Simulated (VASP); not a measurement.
# Al (I4/mmm) in VASP: notebook, part 2 of 2

VASP 6.6.1. The steps go on from the part before.

## (3) Single point, PBEsol (strain +0.015 along x and y, +0.030 along z)

INCAR reads:

```
SYSTEM = Al
PREC     = Accurate       ! precision mode
ENCUT    = 520            ! plane-wave cutoff, eV
EDIFF    = 1E-6           ! SCF threshold, eV
ISMEAR   = 0              ! smearing method
SIGMA    = 0.15           ! smearing width, eV
LREAL    = .False.        ! projectors in reciprocal space
LASPH    = .True.         ! aspherical terms in the spheres
NELM     = 60             ! most SCF steps
ALGO     = Normal         ! electronic algorithm
ISIF     = 2              ! what is computed and relaxed
LWAVE    = .False.        ! write WAVECAR
LCHARG   = .True.         ! write CHGCAR
GGA      = PS             ! functional
LELF     = .True.         ! ELF
LVHAR    = .True.       
NBANDS   = 8              ! bands
```

KPOINTS reads:

```
Automatic mesh
0
Gamma
  20 20 20
  0 0 0
```

POSCAR reads:

```
Al
1.0
   -1.6150869704      1.6150869704      1.6389552507
    1.6150869704     -1.6150869704      1.6389552507
    1.6150869704      1.6150869704     -1.6389552507
Al
1
Direct
    0.0000000000      0.0000000000      0.0000000000
```

Potentials or basis: VASP PAW PBE potentials, release 64 (Al).

The run is started by

```sh
cat potpaw_PBE.64/Al/POTCAR > POTCAR
mpirun -np 1 vasp_std > vasp.out
```

OUTCAR:

```text
SYSTEM = Al
   PREC = Accurate
   ENCUT = 520
   EDIFF = 1E-6
   ISMEAR = 0
   LREAL = .False.
   LASPH = .True.
   NELM = 60
   ISIF = 2
   GGA = PS

 ion  position               nearest neighbor table
   1  0.000  0.000  0.000-

  LATTYP: Found a body centered tetragonal cell.
 ALAT       =     3.2301739408
 C/A-ratio  =     1.0147783251

  Lattice vectors:

 A1 = (  -1.6150869704,   1.6150869704,   1.6389552507)
 A2 = (   1.6150869704,  -1.6150869704,   1.6389552507)
 A3 = (   1.6150869704,   1.6150869704,  -1.6389552507)

Analysis of symmetry for initial positions (statically):
=====================================================================
 Subroutine PRICEL returns:
 Original cell was already a primitive cell.

 Routine SETGRP: Setting up the symmetry group for a
 body centered tetragonal supercell.

 Subroutine GETGRP returns: Found 16 space group operations
 (whereof 16 operations were pure point group operations)
 out of a pool of 16 trial point group operations.

The static configuration has the point symmetry D_4h.

Analysis of symmetry for dynamics (positions and initial velocities):
=====================================================================
 Subroutine PRICEL returns:
 Original cell was already a primitive cell.

 Routine SETGRP: Setting up the symmetry group for a
 body centered tetragonal supercell.

 Subroutine GETGRP returns: Found 16 space group operations
 (whereof 16 operations were pure point group operations)
 out of a pool of 16 trial point group operations.

The dynamic configuration has the point symmetry D_4h.

 Subroutine INISYM returns: Found 16 space group operations
 (whereof 16 operations are pure point group operations),
 and found     1 'primitive' translations

----------------------------------------------------------------------------------------

                                     Primitive cell

  volume of cell :      17.1009

[... 109 lines left out ...]
  Thomas-Fermi vector in A             =   2.041307
   LORBIT       =      0    0 simple, 1 ext, 2 COOP (PROOUT), +10 PAW based schemes
   GGA     = PS    functional components
   LHFCALC =     F    Hartree Fock is set to
   AEXX    =    0.0000 exact exchange contribution
   IVDW    =     0    specifies the selected vdW correction
   LEPSILON=     F    determine dielectric tensor
   LRPA    =     F    only Hartree local field effects (RPA)
 non-spin polarized calculation
 Gauss-broadening in eV      SIGMA  =   0.15
  energy-cutoff  :      520.00
  volume of cell :       17.10
 maximum number of plane-waves:       476
 NGX is ok and might be reduce to    24
   NGX = 11   NGY = 11   NGZ = 11

 number of electron       3.0000000 magnetization

 Free energy of the ion-electron system (eV)
  ---------------------------------------------------
  ext. energy  EPLUGINS =         0.00000000
  ---------------------------------------------------
  free energy    TOTEN  =        -3.99259750 eV

  energy without entropy =       -3.98772537  energy(sigma->0) =       -3.99016144

 E-fermi :   7.5790     XC(G=0): -10.1308

 val. band max:        7.5782574910   @ k =  -0.4500   0.1000   0.0500
 cond. band min:       7.5975253660   @ k =  -0.2000  -0.4000   0.2000
 fundamental gap:      0.0192678749
 Fermi energy:         7.5789543179

 k-point     1 :       0.0000    0.0000    0.0000
  band No.  band energies     occupation
      1      -3.2980      2.00000
      2      20.5038      0.00000
      3      20.5038      0.00000
      4      20.8341      0.00000
      5      21.6545      0.00000
      6      21.7851      0.00000
      7      21.7851      0.00000
      8      23.3886      0.00000
[... 243 lines left out ...]
 k-point    24 :      -0.3500    0.0500    0.0000
  band No.  band energies     occupation
      1      -0.3136      2.00000
      2       9.0063      0.00000
      3      15.3538      0.00000
      4      16.4422      0.00000
      5      18.7221      0.00000
      6      20.0690      0.00000
      7      24.5870      0.00000
      8      26.9985      0.00000

 [... further k-points ...]

------------------------ aborting loop because EDIFF is reached ----------------------------------------

  FORCE on cell =-STRESS in cart. coord.  units (eV):
  Direction    XX          YY          ZZ          XY          YZ          ZX
  --------------------------------------------------------------------------------------
  -------------------------------------------------------------------------------------
  Total       -0.2406840     -0.2406840     -0.1809854      0.0000000      0.0000000      0.0000000
  in kB      -22.5496024    -22.5496024    -16.9564593      0.0000000      0.0000000      0.0000000
  external PRESSURE =     -20.6852213 kB  Pullay stress =       0.0000000 kB

 VOLUME and BASIS-vectors are now :
 -----------------------------------------------------------------------------
  energy-cutoff  :      520.00
  volume of cell :       17.10
      direct lattice vectors                 reciprocal lattice vectors
    -1.615086970  1.615086970  1.638955251     0.000000000  0.309580852  0.305072393
     1.615086970 -1.615086970  1.638955251     0.309580852  0.000000000  0.305072393
     1.615086970  1.615086970 -1.638955251     0.309580852  0.309580852  0.000000000

 POSITION                                       TOTAL-FORCE (eV/Angst)
 -----------------------------------------------------------------------------------
      0.00000      0.00000      0.00000         0.000000     -0.000000      0.000000
 -----------------------------------------------------------------------------------
    total drift:                                0.000000      0.000000      0.000000

  FREE ENERGIE OF THE ION-ELECTRON SYSTEM (eV)
  ---------------------------------------------------
  free  energy   TOTEN  =        -3.9925975050 eV

  energy  without entropy=       -3.9877253744  energy(sigma->0) =       -3.99016144
```

OSZICAR:

```text
N       E                     dE             d eps       ncg     rms          rms(c)
DAV:   1    -0.257025939389E+01   -0.25703E+01   -0.85187E+02 10312   0.203E+02
DAV:   2    -0.401389606424E+01   -0.14436E+01   -0.13865E+01 14424   0.186E+01
DAV:   3    -0.402114726016E+01   -0.72512E-02   -0.72425E-02 12672   0.146E+00
DAV:   4    -0.402116823034E+01   -0.20970E-04   -0.20970E-04 15080   0.727E-02
DAV:   5    -0.402116829719E+01   -0.66846E-07   -0.66707E-07 12760   0.271E-03    0.128E+00
DAV:   6    -0.400390042892E+01    0.17268E-01   -0.28887E-03 11240   0.213E-01    0.723E-01
DAV:   7    -0.399261391513E+01    0.11287E-01   -0.76410E-03 11480   0.336E-01    0.153E-01
DAV:   8    -0.399259811643E+01    0.15799E-04   -0.30211E-05 13992   0.376E-02    0.412E-03
DAV:   9    -0.399259750496E+01    0.61147E-06   -0.40336E-07 12784   0.280E-03
   1 F= -.39925975E+01 E0= -.39901614E+01  d E =-.487213E-02
```

stdout:

```text
POSCAR found type information on POSCAR Al
 POSCAR found :  1 types and       1 ions
 scaLAPACK will be used
 -----------------------------------------------------------------------------
|                                                                             |
|                                                                             |
|     You enforced a specific xc type in the INCAR file but a different       |
|     I HOPE YOU KNOW WHAT YOU ARE DOING!                                     |
|                                                                             |
 -----------------------------------------------------------------------------

 LDA part: xc-table for (Slater+PW92), standard interpolation
 POSCAR, INCAR and KPOINTS ok, starting setup
 FFT: planning ... GRIDC
 FFT: planning ... GRID_SOFT
 FFT: planning ... GRID
 WAVECAR not read
 entering main loop
```

It took 79 s on 1 thread of Intel Xeon 8259CL, shared host; peak memory 0.19 GiB.

Results:

- Free energy: -3.9926 eV
- Pressure: -2.1 GPa
- Band gap on the k mesh: zero (an odd number of electrons rules out a gap without spin polarisation)

Levels at points of the mesh, in eV from the Fermi level:
| k point | band 1 | band 2 | band 3 | band 4 | band 5 | band 6 |
| --- | --- | --- | --- | --- | --- | --- |
| (0.00, 0.00, 0.00) | -10.88 | 12.92 | 12.92 | 13.26 | 14.08 | 14.21 |
| (0.50, 0.00, 0.00) | -4.20 | -3.86 | 7.98 | 8.28 | 9.84 | 11.17 |
| (0.50, 0.50, 0.00) | -4.13 | -3.73 | 7.71 | 7.98 | 9.49 | 11.01 |
| (0.50, 0.50, 0.50) | 1.55 | 1.94 | 1.94 | 2.93 | 3.11 | 5.20 |

Caveat: the cell differs from its parent crystal (strain +0.015 along x and y, +0.030 along z); the PAW data sets were made with another functional, which shifts forces and pressure a little.

## (4) Single point, PBEsol (strain +0.030 along x and y, +0.015 along z)

INCAR reads:

```
SYSTEM = Al
ALGO = Normal
EDIFF = 1E-6
ENCUT = 520
GGA = PS
ISIF = 2
ISMEAR = 0
LASPH = .True.
LCHARG = .False.
LREAL = .False.
LWAVE = .False.
NBANDS = 8
NELM = 100
PREC = Accurate
SIGMA = 0.15
```

KPOINTS reads:

```
k-points
0
Gamma
  20 20 20
  0 0 0
```

POSCAR reads:

```
Al
1.0
   -1.6389552507      1.6389552507      1.6150869704
    1.6389552507     -1.6389552507      1.6150869704
    1.6389552507      1.6389552507     -1.6150869704
Al
1
Direct
    0.0000000000      0.0000000000      0.0000000000
```

The run is started by

```sh
cat potpaw_PBE.64/Al/POTCAR > POTCAR
mpirun -np 1 vasp_std > vasp.out
```

Wall time 81 s (1 thread of Intel Xeon 8259CL, shared host); peak memory 0.19 GiB.

Results (log left out):

- Free energy: -3.9886 eV
- Pressure: -3.0 GPa
- Band gap on the k mesh: zero (an odd number of electrons rules out a gap without spin polarisation)

Stress tensor (GPa, compression positive):
```
-2.84  0.00  0.00
 0.00 -2.84  0.00
 0.00  0.00 -3.22
```

Levels at points of the mesh, in eV from the Fermi level:
| k point | band 1 | band 2 | band 3 | band 4 | band 5 |
| --- | --- | --- | --- | --- | --- |
| (0.00, 0.00, 0.00) | -10.78 | 12.73 | 13.06 | 13.06 | 13.91 |
| (0.50, 0.00, 0.00) | -4.10 | -3.75 | 7.70 | 8.05 | 9.51 |
| (0.50, 0.50, 0.00) | -4.17 | -3.89 | 7.96 | 8.35 | 9.85 |
| (0.50, 0.50, 0.50) | 1.66 | 1.66 | 2.05 | 2.98 | 3.11 |

Caveat: the cell differs from its parent crystal (strain +0.030 along x and y, +0.015 along z); the PAW data sets were made with another functional, which shifts forces and pressure a little.

## (5) The runs side by side

```tsv
cell	gap on the mesh (eV)	pressure (GPa)
a = 2.811 Å, angles 108.7, 108.7, 111.1°, 1 atom	none	-2.1
a = 2.811 Å, angles 109.9, 109.9, 108.7°, 1 atom	none	-2.1
a = 2.825 Å, angles 109.1, 109.1, 110.3°, 1 atom	none	-3.0
```

Alike in all rows: task single point; level PBEsol; potentials or basis VASP PAW PBE potentials, release 64 (Al); no spin polarisation; k mesh 20 × 20 × 20; cutoff (eV) 520; smearing gaussian 0.15 eV.

Caveats: the PAW data sets were made with another functional, which shifts forces and pressure a little.

Absolute energies hang on the potentials; compare differences alone.
